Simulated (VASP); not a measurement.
# LiCl in VASP: notebook, part 2 of 2

VASP 6.6.1. The steps go on from the part before.

**4. Single point, HSE06 (strain +1.8%)**

The input, POSCAR:

```
LiCl
1.0
    3.3286953527      0.0000000000      0.0000000000
    0.0000000000      3.3286953527      0.0000000000
    0.0000000000      0.0000000000      3.3286953527
Li Cl
1 1
Direct
    0.0000000000      0.0000000000      0.0000000000
    0.5000000000      0.5000000000      0.5000000000
```

The input, INCAR.step1:

```
ALGO     = Normal         # electronic algorithm
EDIFF    = 1E-5           # SCF threshold, eV
ENCUT    = 520            # plane-wave cutoff, eV
GGA      = PE             # functional
ISIF     = 2              # what is computed and relaxed
ISMEAR   = 0              # smearing method
LASPH    = True           # aspherical terms in the spheres
LCHARG   = False          # write CHGCAR
LREAL    = False          # projectors in reciprocal space
LWAVE    = True           # write WAVECAR
NBANDS   = 12             # bands
NELM     = 100            # most SCF steps
PREC     = Accurate       # precision mode
SIGMA    = 0.01           # smearing width, eV
```

The input, INCAR.step2:

```
ALGO     = Normal         # electronic algorithm
EDIFF    = 1E-7           # SCF threshold, eV
ENCUT    = 520            # plane-wave cutoff, eV
GGA      = PE             # functional
HFSCREEN = 0.2079         # screening, 1/A
ISIF     = 2              # what is computed and relaxed
ISMEAR   = 0              # smearing method
ISTART   = 1            
LASPH    = True           # aspherical terms in the spheres
LCHARG   = False          # write CHGCAR
LHFCALC  = True           # exact exchange
LREAL    = False          # projectors in reciprocal space
LWAVE    = False          # write WAVECAR
NBANDS   = 12             # bands
NELM     = 100            # most SCF steps
PREC     = Accurate       # precision mode
PRECFOCK = Normal       
SIGMA    = 0.01           # smearing width, eV
```

The input, KPOINTS:

```
k-points
0
Gamma
  6 6 6
```

Potentials or basis: VASP PAW PBE potentials, release 64 (Li_sv, Cl).

The run is started by

```bash
$ cat potpaw_PBE.64/Li_sv/POTCAR potpaw_PBE.64/Cl/POTCAR > POTCAR
$ cp INCAR.step1 INCAR
$ mpirun -np 1 vasp_std > vasp.out
$ cp INCAR.step2 INCAR
$ mpirun -np 1 vasp_std > vasp.out
```

OUTCAR:

```text
EDIFF = 1E-7
   ENCUT = 520
   GGA = PE
   HFSCREEN = 0.2079
   ISIF = 2
   ISMEAR = 0
   ISTART = 1
   LASPH = True
   LHFCALC = True
   LREAL = False
   NELM = 100
   PREC = Accurate
   PRECFOCK = Normal

 ion  position               nearest neighbor table
   1  0.000  0.000  0.000-
   2  0.500  0.500  0.500-

  LATTYP: Found a simple cubic cell.
 ALAT       =     3.3286953527

  Lattice vectors:

 A1 = (   3.3286953527,   0.0000000000,   0.0000000000)
 A2 = (   0.0000000000,   3.3286953527,   0.0000000000)
 A3 = (   0.0000000000,   0.0000000000,   3.3286953527)

Analysis of symmetry for initial positions (statically):
=====================================================================
 Subroutine PRICEL returns:
 Original cell was already a primitive cell.

 Routine SETGRP: Setting up the symmetry group for a
 simple cubic supercell.

 Subroutine GETGRP returns: Found 48 space group operations
 (whereof 48 operations were pure point group operations)
 out of a pool of 48 trial point group operations.

The static configuration has the point symmetry O_h .

Analysis of symmetry for dynamics (positions and initial velocities):
=====================================================================
 Subroutine PRICEL returns:
 Original cell was already a primitive cell.

 Routine SETGRP: Setting up the symmetry group for a
 simple cubic supercell.

 Subroutine GETGRP returns: Found 48 space group operations
 (whereof 48 operations were pure point group operations)
 out of a pool of 48 trial point group operations.

The dynamic configuration has the point symmetry O_h .

 Subroutine INISYM returns: Found 48 space group operations
 (whereof 48 operations are pure point group operations),
 and found     1 'primitive' translations

----------------------------------------------------------------------------------------

                                     Primitive cell

  volume of cell :      36.8827

  direct lattice vectors                    reciprocal lattice vectors
     3.328695353  0.000000000  0.000000000     0.300418000  0.000000000  0.000000000
     0.000000000  3.328695353  0.000000000     0.000000000  0.300418000  0.000000000
     0.000000000  0.000000000  3.328695353     0.000000000  0.000000000  0.300418000

  length of vectors
     3.328695353  3.328695353  3.328695353     0.300418000  0.300418000  0.300418000

  position of ions in fractional coordinates (direct lattice)
     0.000000000  0.000000000  0.000000000
     0.500000000  0.500000000  0.500000000

  ion indices of the primitive-cell ions
   primitive index   ion index
                 1           1
                 2           2

----------------------------------------------------------------------------------------

 KPOINTS: k-points

Automatic generation of k-mesh.
 Grid dimensions read from file:
 generate k-points for:    6    6    6

 Generating k-lattice:

  Cartesian coordinates                     Fractional coordinates (reciprocal lattice)
     0.050069667  0.000000000  0.000000000     0.166666667  0.000000000  0.000000000
[... 42 lines left out ...]
   NGX,Y,Z   is equivalent  to a cutoff of  13.98, 13.98, 13.98 a.u.
   NGXF,Y,Z  is equivalent  to a cutoff of  27.97, 27.97, 27.97 a.u.
 SYSTEM =  unknown system
   PREC   = accura    normal or accurate (medium, high low for compatibility)
   ISTART =      1    job   : 0-new  1-cont  2-samecut
   ICHARG =      0    charge: 1-file 2-atom 10-const
   ISPIN  =      1    spin polarized calculation?
   LNONCOLLINEAR =      F non collinear calculations
   LSORBIT =      F    spin-orbit coupling
   LASPH  =      T    aspherical Exc in radial PAW
   ENCUT  =  520.0 eV  38.22 Ry    6.18 a.u.   6.19  6.19  6.19*2*pi/ulx,y,z
   NELM   =    100;   NELMIN=  2; NELMDL=  0     # of ELM steps
   EDIFF  = 0.1E-06   stopping-criterion for ELM
   LREAL  =      F    real-space projection
   EDIFFG = 0.1E-05   stopping-criterion for IOM
   NSW    =      0    number of steps for IOM
   IBRION =     -1    ionic relax: 0-MD 1-quasi-New 2-CG
   NFREE  =      0    steps in history (QN), initial steepest desc. (CG)
   ISIF   =      2    stress and relaxation
   ISYM   =      3    0-nonsym 1-usesym 2-fastsym
   POTIM  = 0.5000    time-step for ionic-motion
   TEBEG  =    0.0;   TEEND  =   0.0 temperature during run
   PSTRESS=    0.0 pullay stress
   NELECT =      10.0000    total number of electrons
   NUPDOWN=      -1.0000    fix difference up-down
   EMIN   =  10.00;   EMAX   =-10.00  energy-range for DOS
   EFERMI =   0.00;   METHOD = LEGACY
   ISMEAR =     0;   SIGMA  =   0.01  broadening in eV -4-tet -1-fermi 0-gaus
   EFERMI_NEDOS =   21; number of points for ismear=-14 and -15
   IALGO  =     38    algorithm
   IMIX   =      1    mixing-type and parameters
     AMIX     =   0.40;   BMIX     =  1.00
     AMIX_MAG =   1.60;   BMIX_MAG =  1.00
  volume/ion in A,a.u.               =      18.44       124.45
  Fermi-wavevector in a.u.,A,eV,Ry     =   1.059581  2.002318 15.275419  1.122712
  Thomas-Fermi vector in A             =   2.194931
   LORBIT       =      0    0 simple, 1 ext, 2 COOP (PROOUT), +10 PAW based schemes
   GGA     = PE    functional components
   LHFCALC =     T    Hartree Fock is set to
   PRECFOCK=normal    Normal, Fast or Accurate (Low or Medium for compatibility)
   ENCUT4O =  -1.0   cutoff for four orbital integrals eV
   NKREDX  =     1    reduce k-point grid by
   NKREDY  =     1    reduce k-point grid by
   NKREDZ  =     1    reduce k-point grid by
   AEXX    =    0.2500 exact exchange contribution
   HFSCREEN=    0.2079 screening length (either q_TF or 0.3 A-1)
   HFSCREENC=   0.2079 screening length for correlation (either q_TF or 0.3 A-1)
   ENCUTFOCK=  -1.0 apply spherical cutoff to Coloumb kernel
   IVDW    =     0    specifies the selected vdW correction
   LEPSILON=     F    determine dielectric tensor
   LRPA    =     F    only Hartree local field effects (RPA)
 non-spin polarized calculation
 Gauss-broadening in eV      SIGMA  =   0.01
  energy-cutoff  :      520.00
  volume of cell :       36.88
 maximum number of plane-waves:      1021
 NGX is ok and might be reduce to    28
  NGX = 20; NGY = 20; NGZ = 20

 number of electron       9.9999991 magnetization

 Free energy of the ion-electron system (eV)
  ---------------------------------------------------
  ext. energy  EPLUGINS =         0.00000000
  ---------------------------------------------------
  free energy    TOTEN  =        -7.85039914 eV

  energy without entropy =       -7.85039914  energy(sigma->0) =       -7.85039914

 E-fermi :   0.3432     XC(G=0):  -6.9925

 val. band max:        0.2498962764   @ k =   0.5000   0.5000   0.0000
 cond. band min:       5.7330255140   @ k =   0.0000   0.0000   0.0000
 fundamental gap:      5.4831292376
 Fermi energy:         0.3431940068

 k-point     1 :       0.0000    0.0000    0.0000
  band No.  band energies     occupation
      1     -47.9737      2.00000
      2     -15.0552      2.00000
      3      -0.5539      2.00000
      4      -0.5539      2.00000
      5      -0.5539      2.00000
      6       5.7330      0.00000
      7      10.3415      0.00000
      8      10.3415      0.00000
      9      14.7386      0.00000
     10      14.7386      0.00000
     11      14.7386      0.00000
     12      18.8682      0.00000
[... 271 lines left out ...]
 k-point    20 :       0.5000    0.5000    0.5000
  band No.  band energies     occupation
      1     -47.9673      2.00000
      2     -13.6559      2.00000
      3      -2.2223      2.00000
      4      -2.2223      2.00000
      5      -2.2223      2.00000
      6       6.8040      0.00000
      7       6.8040      0.00000
      8       6.8040      0.00000
      9      13.4427      0.00000
     10      20.0863      0.00000
     11      20.0863      0.00000
     12      20.0863      0.00000

------------------------ aborting loop because EDIFF is reached ----------------------------------------

  FORCE on cell =-STRESS in cart. coord.  units (eV):
  Direction    XX          YY          ZZ          XY          YZ          ZX
  --------------------------------------------------------------------------------------
  -------------------------------------------------------------------------------------
  Total       -0.4130998     -0.4130998     -0.4130998      0.0000000     -0.0000000      0.0000000
  in kB      -17.9449989    -17.9449989    -17.9449989      0.0000000     -0.0000000      0.0000000
  external PRESSURE =     -17.9449989 kB  Pullay stress =       0.0000000 kB

 VOLUME and BASIS-vectors are now :
 -----------------------------------------------------------------------------
  energy-cutoff  :      520.00
  volume of cell :       36.88
      direct lattice vectors                 reciprocal lattice vectors
     3.328695353  0.000000000  0.000000000     0.300418000  0.000000000  0.000000000
     0.000000000  3.328695353  0.000000000     0.000000000  0.300418000  0.000000000
     0.000000000  0.000000000  3.328695353     0.000000000  0.000000000  0.300418000

 POSITION                                       TOTAL-FORCE (eV/Angst)
 -----------------------------------------------------------------------------------
      0.00000      0.00000      0.00000         0.000000      0.000000      0.000000
      1.66435      1.66435      1.66435         0.000000      0.000000      0.000000
 -----------------------------------------------------------------------------------
    total drift:                               -0.000002     -0.000002     -0.000001

  FREE ENERGIE OF THE ION-ELECTRON SYSTEM (eV)
  ---------------------------------------------------
  free  energy   TOTEN  =        -7.8503991352 eV

  energy  without entropy=       -7.8503991352  energy(sigma->0) =       -7.85039914
```

Run time: 19 min. Hardware: 1 thread of Intel Xeon 8259CL, shared host; peak memory 0.27 GiB.

What came out:

```
Free energy            : -7.8504 eV
Band gap on the k mesh : 5.48 eV (least direct gap 6.29 eV)
```

Caveat: the cell differs from its parent crystal (strain +1.8%); the cutoff is under 1.25 times the usual one of these potentials, so pressure, stress and relaxed cells hold a basis-set (Pulay) error; the structure was generated, so it needn't be the stable form of LiCl; the PAW data sets were made with another functional, which shifts forces and pressure a little.

**5. Single point, HSE06 (biaxial xy strain +5.0%)**

The input, POSCAR:

```
LiCl
1.0
    3.4340255319      0.0000000000      0.0000000000
    0.0000000000      3.4340255319      0.0000000000
    0.0000000000      0.0000000000      3.2711235777
Li Cl
1 1
Direct
    0.0000000000      0.0000000000      0.0000000000
    0.5000000000      0.5000000000      0.5000000000
```

The input, INCAR.step1:

```
ALGO = Normal ; EDIFF = 1E-5
ENCUT = 520 ; GGA = PE
ISIF = 2 ; ISMEAR = 0
LASPH = T ; LCHARG = F
LREAL = F ; LWAVE = T
NBANDS = 12 ; NELM = 80
PREC = Accurate ; SIGMA = 0.01
```

The input, INCAR.step2:

```
ALGO = Normal ; EDIFF = 1E-6
ENCUT = 520 ; GGA = PE
HFSCREEN = 0.2079 ; ISIF = 2
ISMEAR = 0 ; ISTART = 1
LASPH = T ; LCHARG = F
LHFCALC = T ; LREAL = F
LWAVE = F ; NBANDS = 12
NELM = 80 ; PREC = Accurate
PRECFOCK = Normal ; SIGMA = 0.01
```

KPOINTS is that of step 4.

Potentials or basis: VASP PAW PBE potentials, release 64 (Li_sv, Cl).

The run is started by

```bash
$ cat potpaw_PBE.64/Li_sv/POTCAR potpaw_PBE.64/Cl/POTCAR > POTCAR
$ cp INCAR.step1 INCAR
$ mpirun -np 1 vasp_std > vasp.out
$ cp INCAR.step2 INCAR
$ mpirun -np 1 vasp_std > vasp.out
```

OUTCAR:

```text
EDIFF = 1E-6
   ENCUT = 520
   GGA = PE
   HFSCREEN = 0.2079
   ISIF = 2
   ISMEAR = 0
   ISTART = 1
   LASPH = T
   LHFCALC = T
   LREAL = F
   NELM = 80
   PREC = Accurate
   PRECFOCK = Normal

 ion  position               nearest neighbor table
   1  0.000  0.000  0.000-
   2  0.500  0.500  0.500-

  LATTYP: Found a simple tetragonal cell.
 ALAT       =     3.4340255319
 C/A-ratio  =     0.9525623928

[... 545 lines left out ...]
      3      -3.2494      2.00000
      4      -2.6165      2.00000
      5      -0.2917      2.00000
      6       7.3196      0.00000
      7       9.3554      0.00000
      8      10.5711      0.00000
      9      12.5539      0.00000
     10      13.1169      0.00000
     11      15.1164      0.00000
     12      16.9279      0.00000

 [... further k-points ...]
[... 5 lines left out ...]
  --------------------------------------------------------------------------------------
  -------------------------------------------------------------------------------------
  Total       -1.0563643     -1.0563643      0.1554333      0.0000000      0.0000000      0.0000000
  in kB      -43.8753204    -43.8753204      6.4558100      0.0000000      0.0000000      0.0000000
  external PRESSURE =     -27.0982769 kB  Pullay stress =       0.0000000 kB

 VOLUME and BASIS-vectors are now :
 -----------------------------------------------------------------------------
  energy-cutoff  :      520.00
  volume of cell :       38.57
      direct lattice vectors                 reciprocal lattice vectors
     3.434025532  0.000000000  0.000000000     0.291203426  0.000000000  0.000000000
     0.000000000  3.434025532  0.000000000     0.000000000  0.291203426  0.000000000
     0.000000000  0.000000000  3.271123578     0.000000000  0.000000000  0.305705357

 POSITION                                       TOTAL-FORCE (eV/Angst)
 -----------------------------------------------------------------------------------
      0.00000      0.00000      0.00000         0.000000      0.000000      0.000000
      1.71701      1.71701      1.63556         0.000000      0.000000      0.000000
 -----------------------------------------------------------------------------------
    total drift:                               -0.000000     -0.000000      0.000000

  FREE ENERGIE OF THE ION-ELECTRON SYSTEM (eV)
  ---------------------------------------------------
  free  energy   TOTEN  =        -7.8072069925 eV

  energy  without entropy=       -7.8072069925  energy(sigma->0) =       -7.80720699
```

OUTCAR.step1:

```text
EDIFF = 1E-5
   ENCUT = 520
   GGA = PE
   ISIF = 2
   ISMEAR = 0
[... 583 lines left out ...]
 -----------------------------------------------------------------------------------
      0.00000      0.00000      0.00000         0.000000      0.000000      0.000000
      1.71701      1.71701      1.63556         0.000000      0.000000      0.000000
 -----------------------------------------------------------------------------------
    total drift:                                0.000000      0.000000      0.000000

  FREE ENERGIE OF THE ION-ELECTRON SYSTEM (eV)
  ---------------------------------------------------
  free  energy   TOTEN  =        -6.7763421263 eV

  energy  without entropy=       -6.7763421263  energy(sigma->0) =       -6.77634213
```

OSZICAR.step1:

```text
N       E                     dE             d eps       ncg     rms          rms(c)
DAV:   1     0.413926621596E+02    0.41393E+02   -0.39411E+03   960   0.759E+02
DAV:   2    -0.419994258745E+01   -0.45593E+02   -0.42858E+02  1248   0.137E+02
DAV:   3    -0.687155761967E+01   -0.26716E+01   -0.26650E+01  1272   0.346E+01
DAV:   4    -0.692630963156E+01   -0.54752E-01   -0.54745E-01  1300   0.511E+00
DAV:   5    -0.692704753887E+01   -0.73791E-03   -0.73790E-03  1296   0.578E-01    0.273E+00
DAV:   6    -0.678692000611E+01    0.14013E+00   -0.30517E-01  1108   0.222E+00    0.183E+00
DAV:   7    -0.677411072041E+01    0.12809E-01   -0.84823E-02  1408   0.134E+00    0.101E+00
DAV:   8    -0.677630911911E+01   -0.21984E-02   -0.85983E-03  1136   0.663E-01    0.230E-01
DAV:   9    -0.677625856310E+01    0.50556E-04   -0.43183E-04  1268   0.140E-01    0.114E-01
DAV:  10    -0.677634800516E+01   -0.89442E-04   -0.26781E-04  1032   0.937E-02    0.690E-02
DAV:  11    -0.677634212626E+01    0.58789E-05   -0.34114E-05  1368   0.298E-02
   1 F= -.67763421E+01 E0= -.67763421E+01  d E =0.000000E+00
```

Run time: 36 min. Hardware: 1 thread of Intel Xeon 8259CL, shared host; peak memory 0.27 GiB.

What came out:

| Quantity | Value |
| --- | --- |
| Free energy | -7.8072 eV |
| Band gap on the k mesh | 5.05 eV (least direct gap 5.67 eV) |

Caveat: the cell differs from its parent crystal (biaxial xy strain +5.0%); the cutoff is under 1.25 times the usual one of these potentials, so pressure, stress and relaxed cells hold a basis-set (Pulay) error; the structure was generated, so it needn't be the stable form of LiCl; the PAW data sets were made with another functional, which shifts forces and pressure a little.

**6. Summary**

| level | cell | k mesh | smearing | grid for exact exchange (PRECFOCK) | share of exact exchange | screening parameter | gap on the mesh (eV) |
| --- | --- | --- | --- | --- | --- | --- | --- |
| PBE | a = 3.434, b = 3.434, c = 3.271 Å, 2 atoms | 8 × 8 × 8 | fermi-dirac 0.02 eV | - | - | - | 3.81 |
| r2SCAN | a = 3.434, b = 3.434, c = 3.271 Å, 2 atoms | 8 × 8 × 8 | gaussian 0.01 eV | - | - | - | 4.70 |
| HSE06 | a = 3.329 Å, 2 atoms | 6 × 6 × 6 | gaussian 0.01 eV | Normal | 0.25 | 0.2079 1/Å | 5.48 |
| HSE06 | a = 3.434, b = 3.434, c = 3.271 Å, 2 atoms | 6 × 6 × 6 | gaussian 0.01 eV | Normal | 0.25 | 0.2079 1/Å | 5.05 |

Alike in all rows: task single point; potentials or basis VASP PAW PBE potentials, release 64 (Li_sv, Cl); no spin polarisation; cutoff (eV) 520.

Caveats: the cutoff is under 1.25 times the usual one of these potentials, so pressure, stress and relaxed cells hold a basis-set (Pulay) error; the structure was generated, so it needn't be the stable form of LiCl; the PAW data sets were made with another functional, which shifts forces and pressure a little (at least some runs).

Absolute energies hang on the potentials; compare differences alone.
